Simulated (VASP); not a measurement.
Write the native input for VASP 6.6.1 that does the following.

| Quantity | Value |
| --- | --- |
| Task | single point |
| Functional | PBEsol |
| Potentials or basis | VASP PAW PBE potentials, release 64 (Ru_pv) |
| Cutoff | 520 eV |
| k mesh | 30 × 30 × 16 |
| Occupations | gaussian, width 0.15 eV |
| Spin | no spin polarisation |
| Dipole correction | no |
| Further INCAR settings | ALGO = Fast; EDIFF = 1e-07; NBANDS = 21 |

The structure of Ru lies in POSCAR:

```
Ru
1.0
    2.8972019018      0.0000000000      0.0000000000
   -1.4486009509      2.5090504469      0.0000000000
    0.0000000000      0.0000000000      3.6641943999
Ru
2
Direct
    0.3333333333      0.6666666667      0.2500000000
    0.6666666667      0.3333333333      0.7500000000
```

This cell differs from its parent crystal: ratio of the length along z to the lengths across it x 0.8, volume and fractional coordinates fixed.

These files were run (other wordings do the same):

INCAR

```
SYSTEM = Ru
ALGO = Fast
EDIFF = 1E-7
ENCUT = 520
GGA = PS
ISIF = 2
ISMEAR = 0
LASPH = .TRUE.
LCHARG = .FALSE.
LREAL = .FALSE.
LWAVE = .FALSE.
NBANDS = 21
NELM = 60
PREC = Accurate
SIGMA = 0.15
```

KPOINTS

```
k-points
0
G
  30 30 16
  0 0 0
```

Potentials or basis: VASP PAW PBE potentials, release 64 (Ru_pv).

Command:

```console
$ cat potpaw_PBE.64/Ru_pv/POTCAR > POTCAR
$ mpirun -np 1 vasp_std > vasp.out
```

Results of the run:

- Pressure: 18.8 GPa
- Band gap on the k mesh: zero (bands 14 and 15 overlap by 2.51 eV)

Caveat: the stress differs along the axes, from -5 to 67 GPa; the PAW data sets were made with another functional, which shifts forces and pressure a little.

Wall time 12 min on 1 thread of Intel Xeon 8259CL, on a shared host, peak memory 0.41 GiB.
